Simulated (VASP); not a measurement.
# Be3CdO4 (P-6m2) in VASP: relaxation of cell and atoms with PBE

Aim: the relaxation of cell and atoms of Be3CdO4 with PBE.

Program: VASP 6.6.1. These are calculated values, not measurements. Logs are shortened: lines on timing, memory, paths and dates and some standing lists are left out, and cuts for length are marked.

**1. The cell of the first run**

Symmetry: P-6m2, No. 187, hexagonal system. The conventional cell has a = 4.841 Å, b = 4.841 Å, c = 4.312 Å, α = 90.00°, β = 90.00°, γ = 120.00°. Within 2.8 Å of Be (site symmetry mm2) lie 4 Be at 2.11 to 2.73 Å and 2 Cd at 2.43 Å and 6 O at 2.61 to 2.67 Å. Within 3.2 Å of Cd (site symmetry -6m2) lie 6 Be at 2.43 Å and 6 O at 2.45 Å. O (site symmetry -6m2) has 6 O at 2.43 Å and 6 Be at 2.67 Å within 3.2 Å. Within 2.7 Å of O (site symmetry mm2) lie 4 O at 2.01 to 2.43 Å and 2 Cd at 2.45 Å and 4 Be at 2.61 Å.

The cell was built from a structure type or drawn by symmetry, and may not be a known phase.

**2. Relaxation of cell and atoms, PBE**

The input, INCAR:

```
PREC = Accurate ; ENCUT = 600
EDIFF = 1E-7 ; ISMEAR = 0
SIGMA = 0.15 ; LREAL = F
LASPH = T ; NELM = 120
ALGO = Normal ; ISIF = 3
LWAVE = F ; LCHARG = F
GGA = PE ; IBRION = 2
NSW = 36 ; EDIFFG = -0.08
GGA_COMPAT = F ; NELMIN = 4
```

The input, KPOINTS:

```
Automatic mesh
0
Gamma
  3 3 3
```

The input, POSCAR:

```
Be3CdO4
1.0
    4.8407218300      0.0000000000      0.0000000000
   -2.4203609200      4.1921880800      0.0000000000
    0.0000000000      0.0000000000      4.3118023600
Be Cd O
3 1 4
Direct
    0.5214341100      0.4785658900      0.0000000000
    0.5214341100      0.0428682200      0.0000000000
    0.9571317800      0.4785658900      0.0000000000
    0.0000000000      0.0000000000      0.0000000000
    0.3333333300      0.6666666700      0.5000000000
    0.8616029300      0.1383970700      0.5000000000
    0.8616029300      0.7232058600      0.5000000000
    0.2767941400      0.1383970700      0.5000000000
```

Potentials or basis: VASP PAW PBE potentials, release 64 (Be, Cd, O).

The run is started by

```console
$ cat potpaw_PBE.64/Be/POTCAR potpaw_PBE.64/Cd/POTCAR potpaw_PBE.64/O/POTCAR > POTCAR
$ mpirun -np 1 vasp_std > vasp.out
```

OUTCAR:

```text
PREC = Accurate
   ENCUT = 600
   EDIFF = 1E-7
   ISMEAR = 0
   LREAL = F
   LASPH = T
   NELM = 120
   ISIF = 3
   GGA = PE
   IBRION = 2
   NSW = 36
   EDIFFG = -0.08
   NELMIN = 4

 ion  position               nearest neighbor table
   1  0.521  0.479  0.000-   3 2.11   2 2.11   4 2.43   4 2.43
   2  0.521  0.043  0.000-   3 2.11   1 2.11   4 2.43   4 2.43
   3  0.957  0.479  0.000-   2 2.11   1 2.11   4 2.43   4 2.43
   4  0.000  0.000  0.000-   1 2.43   2 2.43   1 2.43   2 2.43   3 2.43   3 2.43   8 2.45   8 2.45
                             7 2.45   7 2.45   6 2.45   6 2.45
   5  0.333  0.667  0.500-
   6  0.862  0.138  0.500-   4 2.45   4 2.45
   7  0.862  0.723  0.500-   4 2.45   4 2.45
   8  0.277  0.138  0.500-   4 2.45   4 2.45

  LATTYP: Found a hexagonal cell.
 ALAT       =     4.8407218300
 C/A-ratio  =     0.8907354133

  Lattice vectors:

 A1 = (   4.8407218300,   0.0000000000,   0.0000000000)
 A2 = (  -2.4203609200,   4.1921880800,   0.0000000000)
 A3 = (   0.0000000000,   0.0000000000,   4.3118023600)

Analysis of symmetry for initial positions (statically):
=====================================================================
 Subroutine PRICEL returns:
 Original cell was already a primitive cell.

 Routine SETGRP: Setting up the symmetry group for a
 hexagonal supercell.

 Subroutine GETGRP returns: Found 12 space group operations
 (whereof 12 operations were pure point group operations)
 out of a pool of 24 trial point group operations.

The static configuration has the point symmetry D_3h.

Analysis of symmetry for dynamics (positions and initial velocities):
=====================================================================
 Subroutine PRICEL returns:
 Original cell was already a primitive cell.

 Routine SETGRP: Setting up the symmetry group for a
 hexagonal supercell.

 Subroutine GETGRP returns: Found 12 space group operations
 (whereof 12 operations were pure point group operations)
 out of a pool of 24 trial point group operations.

The dynamic configuration has the point symmetry D_3h.

 Subroutine INISYM returns: Found 12 space group operations
 (whereof 12 operations are pure point group operations),
 and found     1 'primitive' translations

----------------------------------------------------------------------------------------

                                     Primitive cell

  volume of cell :      87.5003

  direct lattice vectors                    reciprocal lattice vectors
     4.840721830  0.000000000  0.000000000     0.206580761  0.119269458  0.000000000
    -2.420360920  4.192188080  0.000000000     0.000000000  0.238538916  0.000000000
     0.000000000  0.000000000  4.311802360     0.000000000  0.000000000  0.231921576

  length of vectors
     4.840721830  4.840721835  4.311802360     0.238538916  0.238538916  0.231921576

  position of ions in fractional coordinates (direct lattice)
     0.521434110  0.478565890  0.000000000
     0.521434110  0.042868220  0.000000000
     0.957131780  0.478565890  0.000000000
     0.000000000  0.000000000  0.000000000
     0.333333330  0.666666670  0.500000000
     0.861602930  0.138397070  0.500000000
     0.861602930  0.723205860  0.500000000
     0.276794140  0.138397070  0.500000000

  ion indices of the primitive-cell ions
   primitive index   ion index
                 1           1
                 2           2
                 3           3
                 4           4
                 5           5
                 6           6
                 7           7
                 8           8

----------------------------------------------------------------------------------------

 KPOINTS: Automatic mesh

Automatic generation of k-mesh.
 Grid dimensions read from file:
 generate k-points for:    3    3    3

 Generating k-lattice:

  Cartesian coordinates                     Fractional coordinates (reciprocal lattice)
     0.068860254  0.039756486  0.000000000     0.333333333  0.000000000  0.000000000
     0.000000000  0.079512972  0.000000000     0.000000000  0.333333333  0.000000000
     0.000000000  0.000000000  0.077307192     0.000000000  0.000000000  0.333333333

  Length of vectors
     0.079512972  0.079512972  0.077307192

  Shift w.r.t. Gamma in fractional coordinates (k-lattice)
     0.000000000  0.000000000  0.000000000

 Subroutine IBZKPT returns following result:
 ===========================================

 Found      6 irreducible k-points:

 Following reciprocal coordinates:
            Coordinates               Weight
  0.000000  0.000000  0.000000      1.000000
  0.333333  0.000000  0.000000      6.000000
  0.333333  0.333333  0.000000      2.000000
  0.000000  0.000000  0.333333      2.000000
  0.333333  0.000000  0.333333     12.000000
  0.333333  0.333333  0.333333      4.000000
   k-points           NKPTS =      6   k-points in BZ     NKDIM =      6   number of bands    NBANDS=     26
   number of dos      NEDOS =    301   number of ions     NIONS =      8
   total plane-waves  NPLWV =  57600
   dimension x,y,z NGX =    40 NGY =   40 NGZ =   36
   dimension x,y,z NGXF=    80 NGYF=   80 NGZF=   72
   ions per type =               3   1   4
   NGX,Y,Z   is equivalent  to a cutoff of  13.74, 13.74, 13.88 a.u.
   NGXF,Y,Z  is equivalent  to a cutoff of  27.47, 27.47, 27.76 a.u.
 SYSTEM =  unknown system
   PREC   = accura    normal or accurate (medium, high low for compatibility)
   ISTART =      0    job   : 0-new  1-cont  2-samecut
   ICHARG =      2    charge: 1-file 2-atom 10-const
   ISPIN  =      1    spin polarized calculation?
   LNONCOLLINEAR =      F non collinear calculations
   LSORBIT =      F    spin-orbit coupling
   LASPH  =      T    aspherical Exc in radial PAW
   ENCUT  =  600.0 eV  44.10 Ry    6.64 a.u.   9.67  9.67  8.61*2*pi/ulx,y,z
   NELM   =    120;   NELMIN=  4; NELMDL= -5     # of ELM steps
   EDIFF  = 0.1E-06   stopping-criterion for ELM
   LREAL  =      F    real-space projection
   EDIFFG = -.8E-01   stopping-criterion for IOM
   NSW    =     36    number of steps for IOM
   IBRION =      2    ionic relax: 0-MD 1-quasi-New 2-CG
   NFREE  =      1    steps in history (QN), initial steepest desc. (CG)
   ISIF   =      3    stress and relaxation
   ISYM   =      2    0-nonsym 1-usesym 2-fastsym
   POTIM  = 0.5000    time-step for ionic-motion
   TEBEG  =    0.0;   TEEND  =   0.0 temperature during run
   PSTRESS=    0.0 pullay stress
   NELECT =      42.0000    total number of electrons
   NUPDOWN=      -1.0000    fix difference up-down
   EMIN   =  10.00;   EMAX   =-10.00  energy-range for DOS
   EFERMI =   0.00;   METHOD = LEGACY
   ISMEAR =     0;   SIGMA  =   0.15  broadening in eV -4-tet -1-fermi 0-gaus
   EFERMI_NEDOS =   21; number of points for ismear=-14 and -15
   IALGO  =     38    algorithm
   IMIX   =      4    mixing-type and parameters
     AMIX     =   0.40;   BMIX     =  1.00
     AMIX_MAG =   1.60;   BMIX_MAG =  1.00
  volume/ion in A,a.u.               =      10.94        73.81
  Fermi-wavevector in a.u.,A,eV,Ry     =   1.281803  2.422257 22.354637  1.643019
  Thomas-Fermi vector in A             =   2.414152
   LORBIT       =      0    0 simple, 1 ext, 2 COOP (PROOUT), +10 PAW based schemes
   GGA     = PE    functional components
   LHFCALC =     F    Hartree Fock is set to
   AEXX    =    0.0000 exact exchange contribution
   IVDW    =     0    specifies the selected vdW correction
   LEPSILON=     F    determine dielectric tensor
   LRPA    =     F    only Hartree local field effects (RPA)
 conjugate gradient relaxation of ions
 non-spin polarized calculation
 Gauss-broadening in eV      SIGMA  =   0.15
  energy-cutoff  :      600.00
  volume of cell :       87.50
 maximum number of plane-waves:      2987
 NGX is ok and might be reduce to    40
   NGX = 19   NGY = 19   NGZ = 17

--------------------------------------- Ionic step        1  -------------------------------------------

 number of electron      42.0000001 magnetization

 Free energy of the ion-electron system (eV)
  ---------------------------------------------------
  ext. energy  EPLUGINS =         0.00000000
  ---------------------------------------------------
  free energy    TOTEN  =       -23.47993666 eV

  energy without entropy =      -23.36773535  energy(sigma->0) =      -23.42383600

------------------------ aborting loop because EDIFF is reached ----------------------------------------

  FORCE on cell =-STRESS in cart. coord.  units (eV):
  Direction    XX          YY          ZZ          XY          YZ          ZX
  --------------------------------------------------------------------------------------
  -------------------------------------------------------------------------------------
  Total        4.7204180      4.7204180     -9.1014596     -0.0000000      0.0000000      0.0000000
  in kB       86.4333424     86.4333425   -166.6525241     -0.0000001      0.0000000      0.0000000
  external PRESSURE =       2.0713869 kB  Pullay stress =       0.0000000 kB
[... 69 lines left out ...]
  energy  without entropy=      -24.5813473310  energy(sigma->0) =      -24.63504942

--------------------------------------- Ionic step        3  -------------------------------------------

 number of electron      41.9999996 magnetization

 E-fermi :   3.3271     XC(G=0): -10.6516

 val. band max:        3.3197159579   @ k =   0.3333   0.0000   0.3333
 cond. band min:       3.4051640427   @ k =   0.0000   0.0000   0.3333
 fundamental gap:      0.0854480847
 Fermi energy:         3.3271051950

 k-point     1 :       0.0000    0.0000    0.0000
  band No.  band energies     occupation
      1     -15.5006      2.00000
      2     -13.5587      2.00000
      3     -13.5587      2.00000
      4     -13.3566      2.00000
      5      -5.7312      2.00000
      6      -5.3801      2.00000
[... 198 lines left out ...]
  FREE ENERGIE OF THE ION-ELECTRON SYSTEM (eV)
  ---------------------------------------------------
  free  energy   TOTEN  =       -29.4259581750 eV

  energy  without entropy=      -29.3539552638  energy(sigma->0) =      -29.38995672

[... ionic steps 4 to 23 ...]

--------------------------------------- Ionic step       24  -------------------------------------------

 number of electron      42.0000005 magnetization

------------------------ aborting loop because EDIFF is reached ----------------------------------------

  FORCE on cell =-STRESS in cart. coord.  units (eV):
  Direction    XX          YY          ZZ          XY          YZ          ZX
  --------------------------------------------------------------------------------------
  -------------------------------------------------------------------------------------
  Total       -0.3101174     -0.3101174     -0.6235373      0.0000000     -0.0000000      0.0000000
  in kB       -7.2244767     -7.2244767    -14.5258871      0.0000000     -0.0000000      0.0000000
  external PRESSURE =      -9.6582802 kB  Pullay stress =       0.0000000 kB
[... 69 lines left out ...]
  energy  without entropy=      -41.7997738789  energy(sigma->0) =      -41.79977514

--------------------------------------- Ionic step       26  -------------------------------------------

 number of electron      42.0000004 magnetization

 Free energy of the ion-electron system (eV)
  ---------------------------------------------------
  ext. energy  EPLUGINS =         0.00000000
  ---------------------------------------------------
  free energy    TOTEN  =       -41.80129034 eV

  energy without entropy =      -41.80128165  energy(sigma->0) =      -41.80128599

 E-fermi :   5.6800     XC(G=0): -11.5367

 val. band max:        5.2673490225   @ k =   0.0000   0.0000   0.0000
 cond. band min:       6.0664170690   @ k =   0.0000   0.0000   0.0000
 fundamental gap:      0.7990680465
 Fermi energy:         5.6799589433

 k-point     1 :       0.0000    0.0000    0.0000
  band No.  band energies     occupation
      1     -15.1235      2.00000
      2     -13.6568      2.00000
      3     -13.6568      2.00000
      4     -12.1999      2.00000
      5      -5.3504      2.00000
      6      -3.6106      2.00000
[... 198 lines left out ...]
  FREE ENERGIE OF THE ION-ELECTRON SYSTEM (eV)
  ---------------------------------------------------
  free  energy   TOTEN  =       -41.8012903366 eV

  energy  without entropy=      -41.8012816530  energy(sigma->0) =      -41.80128599

 reached required accuracy - stopping structural energy minimisation
```

Wall time 4.5 min (1 thread of AMD EPYC 9R45 (Zen 5), shared host); peak memory 0.22 GiB.

Results:

| Item | Value |
| --- | --- |
| Free energy | -41.8013 eV |
| Relaxed volume | 8.55 Å³/atom |
| Relaxed cell | a = 5.608 Å, b = 5.608 Å, c = 2.511 Å, α = 90.00°, β = 90.00°, γ = 120.00° |
| Space group after relaxing (to 0.1 Å) | P-6m2 (No. 187) |
| Energy gained by relaxing | 2290.2 meV/atom |
| Ionic steps | 26 |
| Pressure after relaxing | 0.1 GPa |
| Largest force after relaxing | 0.029 eV/Å |
| Band gap on the k mesh | 0.80 eV |

Forces on the atoms (eV/Å):
```
Be   0.020 -0.011  0.000
Be   0.000  0.023  0.000
Be  -0.020 -0.011  0.000
Cd   0.000  0.000  0.000
O    0.000  0.000  0.000
O    0.025 -0.014  0.000
O    0.000  0.029  0.000
O   -0.025 -0.014  0.000
```

The path:
| step | energy change (eV) | largest force (eV/Å) | pressure (GPa) | volume (Å³) |
| --- | --- | --- | --- | --- |
| 1 | 0.0000 | 1.0180 | 0.21 | 87.50 |
| 2 | -1.2088 | 1.3085 | -3.43 | 87.47 |
| 3 | -5.9460 | 4.2365 | -6.45 | 85.63 |
| 4 | -9.4963 | 10.1142 | 33.99 | 73.33 |
| 5 | -11.7460 | 7.1050 | 0.96 | 80.49 |
| 6 | -12.0788 | 7.9596 | 7.43 | 78.60 |
| 7 | -12.2540 | 7.7861 | 6.89 | 78.72 |
| 8 | -12.5908 | 7.2188 | 5.48 | 78.99 |
| 9 | -12.2838 | 5.8659 | 4.33 | 79.18 |
| 10 | -12.6630 | 6.8287 | 4.76 | 79.09 |
| 11 | -12.9383 | 6.5051 | 3.07 | 79.20 |
| 12 | -13.6803 | 5.5920 | -1.61 | 79.52 |
| 13 | -14.8236 | 4.0013 | -9.44 | 80.15 |
| 14 | -15.9890 | 2.0254 | -19.94 | 81.36 |
| 15 | -16.0892 | 1.9553 | -21.93 | 81.75 |
| 16 | -16.7406 | 1.8637 | -19.31 | 78.65 |
| 17 | -17.9056 | 1.3480 | -5.77 | 70.04 |
| 18 | -17.9561 | 1.7800 | 1.32 | 67.32 |
| 19 | -17.9634 | 1.5353 | -0.99 | 68.13 |
| 20 | -18.1921 | 0.8822 | 0.86 | 67.67 |
| 21 | -18.2629 | 0.6043 | 3.01 | 67.25 |
| 22 | -18.2630 | 0.5911 | 3.13 | 67.23 |
| 23 | -18.2958 | 0.4013 | 1.43 | 67.84 |
| 24 | -18.3149 | 0.2064 | -0.97 | 68.77 |
| 25 | -18.3198 | 0.0875 | -0.44 | 68.58 |
| 26 | -18.3214 | 0.0286 | 0.08 | 68.39 |

Final structure:
```yaml
crystal:
  lattice:
    - [5.60800, 0.00000, 0.00000]
    - [-2.80400, 4.85667, 0.00000]
    - [0.00000, 0.00000, 2.51097]
  atoms:
    - { symbol: Be, position: [0.51190, 0.48810, 0.00000] }
    - { symbol: Be, position: [0.51190, 0.02380, 0.00000] }
    - { symbol: Be, position: [0.97620, 0.48810, 0.00000] }
    - { symbol: Cd, position: [0.00000, 0.00000, 0.00000] }
    - { symbol: O, position: [0.33333, 0.66667, 0.50000] }
    - { symbol: O, position: [0.80796, 0.19204, 0.50000] }
    - { symbol: O, position: [0.80796, 0.61593, 0.50000] }
    - { symbol: O, position: [0.38407, 0.19204, 0.50000] }
```

Caveat: the k points lie up to 0.83 Å⁻¹ apart in the final cell; the volume moved by over 15 % at a fixed basis, so the end points are rough.
